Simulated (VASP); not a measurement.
# Si8HO16 (a cell with a defect) in VASP: a series of runs, part 2 of 2

VASP 6.6.1.

## (3) Single point, PBE

INCAR reads:

```
PREC = Accurate
ENCUT = 520
EDIFF = 1E-6
ISMEAR = -1
SIGMA = 0.05
LREAL = Auto
LASPH = True
NELM = 100
ALGO = Normal
ISIF = 2
LWAVE = False
LCHARG = False
GGA = PE
NBANDS = 82
NELECT = 128.0
```

KPOINTS reads:

```
Automatic mesh
0
Gamma
  2 2 2
```

POSCAR reads:

```
Si8HO16
1.0
   -4.1773000000     -4.1773000000      0.0000000000
    4.1773000000     -4.1773000000      0.0000000000
    0.0000000000      0.0000000000      5.3304000000
Si O H
8 16 1
Direct
    0.4994215163      0.4948917961      0.0001185652
   -0.0011318316      0.5019538937      0.2475585322
    0.4866748857      0.4917654945      0.5001037446
   -0.0010823977      0.5018932085      0.7527119916
   -0.0063999473      0.0016509468      0.0001121867
    0.4920767003     -0.0045943552      0.2420478763
    0.0199470950      0.0060065114      0.5000939892
    0.4919774735     -0.0044817226      0.7582569788
    0.1938838484      0.4891724320      0.0001320726
   -0.0125547603      0.1961781534      0.2539028966
    0.8033969310      0.5070385177      0.0001230677
    0.0093875230      0.8082231346      0.2501073090
    0.1888210088      0.4917973332      0.5001185652
   -0.0125399181      0.1961925167      0.7463424884
    0.7985314677      0.5254206066      0.5001361999
    0.0093877624      0.8082401312      0.7501215669
    0.6903596821     -0.0103022287      0.0001193156
    0.4865318507      0.6901408805      0.2490653609
    0.2990867307      0.0078651282      0.0001534594
    0.5087305197      0.2977868480      0.2536766472
    0.6998317095     -0.0407997989      0.5001311346
    0.4865330477      0.6901308261      0.7511546976
    0.3118454504      0.0051159840      0.5001200660
    0.5087167548      0.2977714074      0.7465970659
    0.7324604410      0.7847770091      0.5002086147
```

Potentials or basis: VASP PAW PBE potentials, release 64 (Si, O, H).

Launch:

```sh
cat potpaw_PBE.64/Si/POTCAR potpaw_PBE.64/O/POTCAR potpaw_PBE.64/H/POTCAR > POTCAR
mpirun -np 1 vasp_std > vasp.out
```

OUTCAR:

```text
PREC = Accurate
   ENCUT = 520
   EDIFF = 1E-6
   ISMEAR = -1
   LREAL = Auto
   LASPH = True
   NELM = 100
   ISIF = 2
   GGA = PE
   NELECT = 128.0

 ion  position               nearest neighbor table
   1  0.499  0.495  0.000-  18 1.76  22 1.76  24 1.78  20 1.78  11 1.80   9 1.81   3 2.67   3 2.67

   2  0.999  0.502  0.248-   9 1.75  11 1.75  13 1.75  15 1.80  10 1.81  12 1.81   4 2.64   4 2.69

   3  0.487  0.492  0.500-  20 1.75  24 1.75  13 1.76  18 1.78  22 1.78  15 1.85   1 2.67   1 2.67
[... 8 lines left out ...]
                             8 3.11   6 3.11
   8  0.492  0.996  0.758-  19 1.72  23 1.74  17 1.74  24 1.79  22 1.80  21 1.86   6 2.58   6 2.75
                             7 3.11
   9  0.194  0.489  0.000-   4 1.75   2 1.75   1 1.81
  10  0.987  0.196  0.254-   7 1.74   5 1.78   2 1.81
  11  0.803  0.507  0.000-   2 1.75   4 1.75   1 1.80
  12  0.009  0.808  0.250-   5 1.76   7 1.77   2 1.81
  13  0.189  0.492  0.500-   4 1.75   2 1.75   3 1.76
  14  0.987  0.196  0.746-   7 1.74   5 1.78   4 1.81
  15  0.799  0.525  0.500-   2 1.80   4 1.80   3 1.85
  16  0.009  0.808  0.750-   5 1.76   7 1.77   4 1.81
  17  0.690  0.990  0.000-   6 1.74   8 1.74   5 1.79
  18  0.487  0.690  0.249-   1 1.76   3 1.78   6 1.80
  19  0.299  0.008  0.000-   8 1.72   6 1.72   5 1.81
  20  0.509  0.298  0.254-   3 1.75   1 1.78   6 1.79
  21  0.700  0.959  0.500-  25 1.05   6 1.86   8 1.86   7 1.91
  22  0.487  0.690  0.751-   1 1.76   3 1.78   8 1.80
  23  0.312  0.005  0.500-   7 1.72   8 1.74   6 1.74
  24  0.509  0.298  0.747-   3 1.75   1 1.78   8 1.79
  25  0.732  0.785  0.500-  21 1.05

  LATTYP: Found a simple tetragonal cell.
 ALAT       =     5.9075943141
 C/A-ratio  =     0.9022962168

  Lattice vectors:

 A1 = (  -4.1773000000,  -4.1773000000,   0.0000000000)
 A2 = (   4.1773000000,  -4.1773000000,   0.0000000000)
 A3 = (   0.0000000000,   0.0000000000,   5.3304000000)

[... 175 lines left out ...]
     AMIX_MAG =   1.60;   BMIX_MAG =  1.00
  volume/ion in A,a.u.               =       7.44        50.22
  Fermi-wavevector in a.u.,A,eV,Ry     =   1.445277  2.731178 28.420200  2.088826
  Thomas-Fermi vector in A             =   2.563477
   LORBIT       =      0    0 simple, 1 ext, 2 COOP (PROOUT), +10 PAW based schemes
   GGA     = PE    functional components
   LHFCALC =     F    Hartree Fock is set to
   AEXX    =    0.0000 exact exchange contribution
   IVDW    =     0    specifies the selected vdW correction
   LEPSILON=     F    determine dielectric tensor
   LRPA    =     F    only Hartree local field effects (RPA)
 non-spin polarized calculation
  energy-cutoff  :      520.00
  volume of cell :      186.03
 maximum number of plane-waves:      5032
 NGX is ok and might be reduce to    48
   NGX = 21   NGY = 21   NGZ = 19

 number of electron     127.9999963 magnetization

 Free energy of the ion-electron system (eV)
  ---------------------------------------------------
  ext. energy  EPLUGINS =         0.00000000
  ---------------------------------------------------
  free energy    TOTEN  =      -197.04157491 eV

  energy without entropy =     -197.04157491  energy(sigma->0) =     -197.04157491

 E-fermi :   9.3382     XC(G=0): -12.2861

 val. band max:        8.1630931953   @ k =   0.0000   0.0000   0.0000
 cond. band min:      13.8821999102   @ k =   0.0000   0.0000   0.0000
 fundamental gap:      5.7191067149
 Fermi energy:         9.3381562686

 k-point     1 :       0.0000    0.0000    0.0000
  band No.  band energies     occupation
      1     -14.5044      2.00000
      2     -12.8465      2.00000
      3     -12.3388      2.00000
      4     -12.2488      2.00000
      5     -11.5510      2.00000
      6     -11.4002      2.00000
[... 621 lines left out ...]
     75      18.7183      0.00000
     76      18.8393      0.00000
 [bands above 76 left out]

------------------------ aborting loop because EDIFF is reached ----------------------------------------

  FORCE on cell =-STRESS in cart. coord.  units (eV):
  Direction    XX          YY          ZZ          XY          YZ          ZX
  --------------------------------------------------------------------------------------
  -------------------------------------------------------------------------------------
  Total       -5.2445368      6.6718368      5.9227016      5.8169483      0.0017641      0.0032123
  in kB      -45.1685964     57.4612235     51.0092933     50.0984925      0.0151933      0.0276663
  external PRESSURE =      21.1006401 kB  Pullay stress =       0.0000000 kB

 VOLUME and BASIS-vectors are now :
 -----------------------------------------------------------------------------
  energy-cutoff  :      520.00
  volume of cell :      186.03
      direct lattice vectors                 reciprocal lattice vectors
    -4.177300000 -4.177300000  0.000000000    -0.119694540 -0.119694540  0.000000000
     4.177300000 -4.177300000  0.000000000     0.119694540 -0.119694540  0.000000000
     0.000000000  0.000000000  5.330400000     0.000000000  0.000000000  0.187603182

 POSITION                                       TOTAL-FORCE (eV/Angst)
 -----------------------------------------------------------------------------------
     -0.01892     -4.15354      0.00063        -0.005475      0.014574     -0.000988
     -2.07576     -6.26938      1.31959        -0.004596      0.017871      0.027837
      0.02127     -4.08724      2.66575        -0.049981     -0.030070      0.002968
     -2.07622     -6.26934      4.01226         0.003852      0.015170     -0.029250
     -4.14367     -4.15746      0.00060         0.003369      0.019987      0.000242
      2.10256     -6.21366      1.29021         0.032752      0.010327     -0.006741
[... 17 lines left out ...]
     -0.88118     -3.36894      3.97966         0.000969      0.015322      0.013880
      0.21854     -6.33796      2.66631         0.194003     -0.037825      0.000040
 -----------------------------------------------------------------------------------
    total drift:                                0.002642     -0.028409      0.001801

  FREE ENERGIE OF THE ION-ELECTRON SYSTEM (eV)
  ---------------------------------------------------
  free  energy   TOTEN  =      -197.0415749063 eV

  energy  without entropy=     -197.0415749063  energy(sigma->0) =     -197.04157491
```

OSZICAR:

```text
N       E                     dE             d eps       ncg     rms          rms(c)
DAV:   1     0.686886568380E+03    0.68689E+03   -0.71820E+04  1312   0.153E+03
DAV:   2    -0.174165987860E+03   -0.86105E+03   -0.83673E+03  1554   0.340E+02
DAV:   3    -0.214112266784E+03   -0.39946E+02   -0.39703E+02  1600   0.752E+01
DAV:   4    -0.214574971977E+03   -0.46271E+00   -0.46107E+00  1576   0.892E+00
DAV:   5    -0.214581675814E+03   -0.67038E-02   -0.66973E-02  1544   0.984E-01    0.348E+01
DAV:   6    -0.196866392450E+03    0.17715E+02   -0.67263E+01  1504   0.292E+01    0.158E+01
DAV:   7    -0.196961909043E+03   -0.95517E-01   -0.28116E+00  1544   0.588E+00    0.589E+00
DAV:   8    -0.197014433096E+03   -0.52524E-01   -0.12418E-01  1544   0.165E+00    0.232E+00
DAV:   9    -0.197040216980E+03   -0.25784E-01   -0.42546E-02  1552   0.107E+00    0.452E-01
DAV:  10    -0.197041478416E+03   -0.12614E-02   -0.59832E-03  1568   0.346E-01    0.259E-01
DAV:  11    -0.197041466691E+03    0.11726E-04   -0.68449E-04  1656   0.139E-01    0.153E-01
DAV:  12    -0.197041572065E+03   -0.10537E-03   -0.30770E-04  1528   0.771E-02    0.157E-02
DAV:  13    -0.197041574900E+03   -0.28354E-05   -0.20315E-05  1536   0.231E-02    0.156E-02
DAV:  14    -0.197041574906E+03   -0.60063E-08   -0.62519E-06  1480   0.105E-02
   1 F= -.19704157E+03 E0= -.19704157E+03  d E =-.190400E-10
```

Wall time 1.8 min (1 thread of Intel Xeon 6975P-C (Granite Rapids), shared host); peak memory 0.31 GiB.

Results:

```yaml
Free_energy: -197.0416 eV
Largest_force: 0.198 eV/Å
```

Forces in eV/Å, atoms in the order of the input:
```
Si  -0.005  0.015 -0.001
Si  -0.005  0.018  0.028
Si  -0.050 -0.030  0.003
Si   0.004  0.015 -0.029
Si   0.003  0.020  0.000
Si   0.033  0.010 -0.007
Si  -0.026 -0.055  0.003
Si   0.017  0.012  0.001
O   -0.023 -0.024  0.002
O   -0.032 -0.004 -0.016
O   -0.003  0.022  0.000
O   -0.007  0.053  0.020
O   -0.039 -0.021  0.000
O   -0.035 -0.001  0.015
O   -0.113  0.086 -0.001
O   -0.009  0.054 -0.021
O   -0.017 -0.013 -0.001
O   -0.005 -0.058  0.021
O    0.023  0.050  0.001
O   -0.002  0.019 -0.017
O    0.113 -0.082  0.001
O   -0.002 -0.058 -0.018
O   -0.015 -0.004  0.002
O    0.001  0.015  0.014
H    0.194 -0.038  0.000
```

Levels at points of the mesh, in eV from the Fermi level:
```csv
k point,band 61,band 62,band 63,band 64,band 65,band 66,band 67,band 68
"(0.00, 0.00, 0.00)",-2.44,-2.00,-1.79,-1.18,4.54,5.73,6.06,6.10
"(0.50, 0.00, 0.00)",-2.55,-2.42,-2.00,-1.72,5.60,5.89,6.55,6.67
"(0.00, 0.50, 0.00)",-2.53,-2.29,-2.00,-1.82,5.72,5.85,6.47,6.70
"(0.50, 0.50, 0.00)",-2.33,-2.20,-1.93,-1.85,6.48,6.53,6.86,6.87
"(0.00, 0.00, 0.50)",-2.41,-2.39,-2.06,-1.72,6.27,6.39,6.93,7.05
"(0.50, 0.00, 0.50)",-2.38,-1.92,-1.89,-1.77,6.45,6.66,6.90,6.96
"(0.00, 0.50, 0.50)",-2.33,-2.01,-1.94,-1.78,6.77,6.85,6.88,6.94
"(0.50, 0.50, 0.50)",-2.40,-2.32,-2.23,-2.18,7.55,7.58,7.69,7.95
```

Caveat: the k points lie up to 0.59 Å⁻¹ apart; the cell carries a net charge on a neutralising background, which shifts energy and pressure; the cell is charged against a uniform background, so pressure and absolute levels hang on convention.

## (4) Single point, PBE

INCAR reads:

```
ALGO = Normal
EDIFF = 1E-7
ENCUT = 520
GGA = PE
ISIF = 2
ISMEAR = -1
LASPH = T
LCHARG = T
LELF = T
LREAL = Auto
LVHAR = T
LWAVE = F
NBANDS = 82
NELECT = 128.0
NELM = 100
PREC = Accurate
SIGMA = 0.05
```

KPOINTS reads:

```
k-points
0
Gamma
  2 2 2
```

POSCAR reads:

```
Si8HO16
1.0
   -4.1773000000     -4.1773000000      0.0000000000
    4.1773000000     -4.1773000000      0.0000000000
    0.0000000000      0.0000000000      5.3304000000
Si O H
8 16 1
Direct
    0.5007564695      0.4950207072     -0.0000136950
    0.0005258181      0.5035646231      0.2462408074
    0.4846436694      0.4923979604      0.4999549752
    0.0006206162      0.5034401408      0.7538027165
   -0.0040881670      0.0033139827     -0.0000219496
    0.4947894573     -0.0050310009      0.2432382185
    0.0188186149      0.0065159313      0.4999450323
    0.4946658128     -0.0048477485      0.7568173120
    0.1951386063      0.4886458957      0.0000091926
   -0.0129657913      0.1981382711      0.2543957302
    0.8046046489      0.5087458406     -0.0000071289
    0.0123176454      0.8093066095      0.2489631172
    0.1881503603      0.4922953822      0.4999896818
   -0.0129419721      0.1981546693      0.7455907624
    0.7981685539      0.5347261389      0.5000142578
    0.0123069926      0.8093306681      0.7509851043
    0.6923224332     -0.0102979197     -0.0000095678
    0.4856655016      0.6898998157      0.2484333258
    0.3014100017      0.0099329711      0.0000300165
    0.5109564791      0.2986724679      0.2543227525
    0.7017239605     -0.0452161683      0.4999962479
    0.4856598760      0.6898867690      0.7515072040
    0.3123806047      0.0062575108      0.4999878058
    0.5109283508      0.2986469729      0.7457061384
    0.7416702176      0.7685947861      0.5000951148
```

Launch:

```sh
cat potpaw_PBE.64/Si/POTCAR potpaw_PBE.64/O/POTCAR potpaw_PBE.64/H/POTCAR > POTCAR
mpirun -np 1 vasp_std > vasp.out
```

Run time: 2 min. Hardware: 1 thread of Intel Xeon 6975P-C (Granite Rapids), shared host; peak memory 0.31 GiB.

The run converged. Its results:

```
Free energy   : -196.9765 eV
Largest force : 0.490 eV/Å
```

Forces in eV/Å, atoms in the order of the input:
```
Si  -0.007  0.021 -0.002
Si   0.014  0.025  0.049
Si  -0.076 -0.053  0.007
Si   0.032  0.020 -0.054
Si   0.003  0.012 -0.001
Si   0.037  0.037 -0.041
Si  -0.034 -0.089  0.007
Si   0.013  0.045  0.035
O   -0.028  0.000  0.002
O   -0.036  0.017 -0.010
O    0.008  0.021  0.000
O   -0.016  0.037  0.021
O   -0.052 -0.029 -0.001
O   -0.040  0.021  0.007
O   -0.180  0.120  0.000
O   -0.021  0.038 -0.019
O   -0.019 -0.004  0.000
O    0.007 -0.047  0.012
O    0.034  0.031  0.001
O   -0.027  0.022 -0.015
O   -0.023 -0.008  0.002
O    0.011 -0.049 -0.008
O   -0.038 -0.030  0.000
O   -0.021  0.016  0.008
H    0.458 -0.177  0.000
```

Levels at points of the mesh, in eV from the Fermi level:
| k point | band 62 | band 63 | band 64 | band 65 | band 66 | band 67 |
| --- | --- | --- | --- | --- | --- | --- |
| (0.00, 0.00, 0.00) | -1.91 | -1.67 | -1.12 | 4.63 | 5.86 | 6.16 |
| (0.50, 0.00, 0.00) | -2.30 | -1.95 | -1.63 | 5.73 | 5.94 | 6.65 |
| (0.00, 0.50, 0.00) | -2.14 | -1.89 | -1.77 | 5.82 | 5.94 | 6.62 |
| (0.50, 0.50, 0.00) | -2.13 | -1.82 | -1.72 | 6.56 | 6.63 | 6.91 |
| (0.00, 0.00, 0.50) | -2.28 | -2.00 | -1.61 | 6.38 | 6.50 | 6.97 |
| (0.50, 0.00, 0.50) | -1.83 | -1.78 | -1.67 | 6.58 | 6.76 | 6.94 |
| (0.00, 0.50, 0.50) | -2.01 | -1.84 | -1.66 | 6.88 | 6.94 | 6.96 |
| (0.50, 0.50, 0.50) | -2.22 | -2.11 | -2.06 | 7.58 | 7.71 | 7.81 |

Caveat: the k points lie up to 0.59 Å⁻¹ apart; the cell carries a net charge on a neutralising background, which shifts energy and pressure; the cell is charged against a uniform background, so pressure and absolute levels hang on convention.

## (5) Single point, PBE

INCAR reads:

```
SYSTEM = Si8HO16
ALGO = Normal
EDIFF = 1E-6
ENCUT = 520
GGA = PE
ISIF = 2
ISMEAR = -1
LASPH = .True.
LCHARG = .False.
LREAL = Auto
LWAVE = .False.
NBANDS = 82
NELECT = 128.0
NELM = 80
PREC = Accurate
SIGMA = 0.05
```

KPOINTS reads:

```
k-points
0
Gamma
  2 2 2
  0 0 0
```

POSCAR reads:

```
Si8HO16
1.0
   -4.1773000000     -4.1773000000      0.0000000000
    4.1773000000     -4.1773000000      0.0000000000
    0.0000000000      0.0000000000      5.3304000000
Si O H
8 16 1
Direct
    0.5042748905      0.4964334618     -0.0002744635
    0.0053976253      0.5047203936      0.2429708840
    0.4813065856      0.4931235487      0.4996938316
    0.0055264166      0.5045595241      0.7565824328
   -0.0005814761      0.0047178800     -0.0002791535
    0.4996532449     -0.0038715199      0.2459901696
    0.0154889522      0.0072381682      0.4996902671
    0.4995643119     -0.0037265698      0.7535263770
    0.1987924018      0.4897805999     -0.0002316899
   -0.0107462955      0.2010338017      0.2540494147
    0.8078817657      0.5099886290     -0.0002703362
    0.0145585665      0.8097956814      0.2481815624
    0.1878154550      0.4934343954      0.4997319151
   -0.0107273837      0.2010500802      0.7454322377
    0.7985027410      0.5449650492      0.4997504878
    0.0145475546      0.8098112417      0.7512511256
    0.6955892562     -0.0090862519     -0.0002573916
    0.4878996002      0.6903978646      0.2487152934
    0.3050570943      0.0110959232     -0.0002393817
    0.5131977593      0.3015821224      0.2541524088
    0.7020199650     -0.0349644507      0.4997576167
    0.4878815263      0.6903776363      0.7507258367
    0.3120394753      0.0074106480      0.4997294762
    0.5131596965      0.3015505231      0.7453571965
    0.7587994638      0.7311979030      0.4997555531
```

Launch:

```sh
cat potpaw_PBE.64/Si/POTCAR potpaw_PBE.64/O/POTCAR potpaw_PBE.64/H/POTCAR > POTCAR
mpirun -np 1 vasp_std > vasp.out
```

Wall time 1.7 min (1 thread of Intel Xeon 6975P-C (Granite Rapids), shared host); peak memory 0.32 GiB.

The run converged. Its results:

| Property | Result |
| --- | --- |
| Free energy | -196.9767 eV |
| Largest force | 0.496 eV/Å |

Forces on the atoms (eV/Å):
```
Si  -0.006 -0.012  0.000
Si  -0.038 -0.037 -0.038
Si   0.033  0.070  0.008
Si  -0.015 -0.043  0.029
Si   0.004 -0.022 -0.001
Si  -0.014 -0.026  0.047
Si   0.079  0.036  0.008
Si  -0.034 -0.018 -0.049
O   -0.034 -0.030  0.001
O    0.027 -0.020 -0.011
O    0.021  0.004  0.001
O   -0.006  0.048  0.010
O    0.040  0.031 -0.001
O    0.022 -0.016  0.008
O    0.023  0.007 -0.001
O   -0.010  0.051 -0.007
O   -0.006 -0.023 -0.001
O    0.018 -0.035  0.021
O    0.026  0.003  0.000
O    0.035 -0.013 -0.013
O    0.178 -0.121  0.000
O    0.021 -0.038 -0.019
O    0.051  0.029 -0.001
O    0.040 -0.020  0.005
H   -0.456  0.196  0.003
```

Levels at points of the mesh, in eV from the Fermi level:
```
           k point  band 60  band 61  band 62  band 63  band 64  band 65  band 66  band 67  band 68  band 69
(0.00, 0.00, 0.00)    -2.55    -2.33    -1.91    -1.67    -1.12     4.63     5.86     6.16     6.18     6.53
(0.50, 0.00, 0.00)    -2.79    -2.43    -2.30    -1.96    -1.63     5.73     5.94     6.65     6.78     6.80
(0.00, 0.50, 0.00)    -2.53    -2.43    -2.14    -1.89    -1.77     5.81     5.94     6.61     6.76     6.95
(0.50, 0.50, 0.00)    -2.41    -2.23    -2.13    -1.83    -1.73     6.55     6.63     6.91     6.96     7.38
(0.00, 0.00, 0.50)    -2.33    -2.31    -2.29    -2.01    -1.62     6.38     6.49     6.97     7.11     7.23
(0.50, 0.00, 0.50)    -2.45    -2.41    -1.84    -1.79    -1.68     6.57     6.76     6.94     6.95     7.87
(0.00, 0.50, 0.50)    -2.33    -2.20    -2.01    -1.84    -1.66     6.88     6.94     6.96     7.03     7.87
(0.50, 0.50, 0.50)    -2.34    -2.31    -2.23    -2.11    -2.07     7.58     7.70     7.81     8.00     8.06
```

Caveat: the k points lie up to 0.59 Å⁻¹ apart; the cell carries a net charge on a neutralising background, which shifts energy and pressure; the cell is charged against a uniform background, so pressure and absolute levels hang on convention.
